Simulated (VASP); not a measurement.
Here is a VASP 6.6.1 calculation.

INCAR

```
PREC     = Accurate       # precision mode
ENCUT    = 520            # plane-wave cutoff, eV
EDIFF    = 1E-7           # SCF threshold, eV
ISMEAR   = -1             # smearing method
SIGMA    = 0.1            # smearing width, eV
LREAL    = False          # projectors in reciprocal space
LASPH    = True           # aspherical terms in the spheres
NELM     = 80             # most SCF steps
ALGO     = Normal         # electronic algorithm
ISIF     = 2              # what is computed and relaxed
LWAVE    = False          # write WAVECAR
LCHARG   = False          # write CHGCAR
GGA      = B5             # functional
ALDAX    = 1.0          
AGGAX    = 1.0          
AGGAC    = 1.0          
ALDAC    = 0.0          
NBANDS   = 10             # bands
```

Contents of KPOINTS:

```
regular mesh
0
Gamma
  15 15 15
```

The input POSCAR:

```
Co
1.0
    2.3204972752      0.0000000000      0.0000000000
    0.0000000000      2.3204972752      0.0000000000
    0.0000000000      0.0000000000      2.3204972752
Co
1
Direct
    0.0000000000      0.0000000000      0.0000000000
```

Potentials or basis: VASP PAW PBE potentials, release 64 (Co).

Run with:

```sh
$ cat potpaw_PBE.64/Co/POTCAR > POTCAR
$ mpirun -np 1 vasp_std > vasp.out
```

(1) Estimate the pressure.

Results:

(1) -0.3 GPa.

Caveat: the PAW data sets were made with another functional, which shifts forces and pressure a little; the run has no spin polarisation, though such a crystal can be magnetic.
